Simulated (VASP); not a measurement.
Write the native input for VASP 6.6.1 that does the following.

- Task: single point
- Functional: PBE
- Potentials or basis: VASP PAW PBE potentials, release 64 (Ga_d)
- Cutoff: 520 eV
- k mesh: 16 × 16 × 16
- Occupations: fermi-dirac, width 0.08 eV
- Spin: no spin polarisation
- Dipole correction: no
- Further INCAR settings: ALGO = Normal; EDIFF = 1e-06; NBANDS = 12

The structure of Ga lies in POSCAR:

```
Ga
1.0
   -1.6878157453      1.6878157453      1.6878157453
    1.6878157453     -1.6878157453      1.6878157453
    1.6878157453      1.6878157453     -1.6878157453
Ga
1
Direct
    0.0000000000      0.0000000000      0.0000000000
```

One way to write it, as run:

INCAR

```
SYSTEM = Ga
PREC     = Accurate       ! precision mode
ENCUT    = 520            ! plane-wave cutoff, eV
EDIFF    = 1E-6           ! SCF threshold, eV
ISMEAR   = -1             ! smearing method
SIGMA    = 0.08           ! smearing width, eV
LREAL    = .FALSE.        ! projectors in reciprocal space
LASPH    = .TRUE.         ! aspherical terms in the spheres
NELM     = 60             ! most SCF steps
ALGO     = Normal         ! electronic algorithm
ISIF     = 2              ! what is computed and relaxed
LWAVE    = .FALSE.        ! write WAVECAR
LCHARG   = .FALSE.        ! write CHGCAR
GGA      = PE             ! functional
NBANDS   = 12             ! bands
```

KPOINTS

```
Automatic mesh
0
G
  16 16 16
  0 0 0
```

Potentials or basis: VASP PAW PBE potentials, release 64 (Ga_d).

Command:

```sh
$ cat potpaw_PBE.64/Ga_d/POTCAR > POTCAR
$ mpirun -np 1 vasp_std > vasp.out
```

Results of the run:

| Item | Value |
| --- | --- |
| Pressure | 0.1 GPa |

Run time: 39 s on 1 thread of Intel Xeon 8259CL (shared host), peak memory 0.16 GiB.
